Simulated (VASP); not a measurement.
Input of a VASP 6.6.1 run:

Contents of INCAR:

```
SYSTEM = InSb
ALGO = Normal
EDIFF = 1E-6
ENCUT = 520
GGA = PE
ISIF = 2
ISMEAR = -1
LASPH = .True.
LCHARG = .False.
LREAL = .False.
LWAVE = .False.
NBANDS = 16
NELM = 80
PREC = Accurate
SIGMA = 0.03
```

KPOINTS

```
k-points
0
Gamma
  10 10 10
  0 0 0
```

The input POSCAR:

```
InSb
1.0
    0.0000000000      3.2173604188      3.2173604188
    3.2173604188      0.0000000000      3.2173604188
    3.2173604188      3.2173604188      0.0000000000
In Sb
1 1
Direct
    0.0000000000      0.0000000000      0.0000000000
    0.7500000000      0.7500000000      0.7500000000
```

Potentials or basis: VASP PAW PBE potentials, release 64 (In_d, Sb).

The run is started by

```bash
$ cat potpaw_PBE.64/In_d/POTCAR potpaw_PBE.64/Sb/POTCAR > POTCAR
$ mpirun -np 1 vasp_std > vasp.out
```

Task: What does it give for the band gap on the k mesh?

Result: Zero (filled and empty bands touch).

Task: Estimate the pressure.

Result: 4.2 GPa.

Caveat: spin-orbit coupling is left out, which moves the levels of the heavy elements.
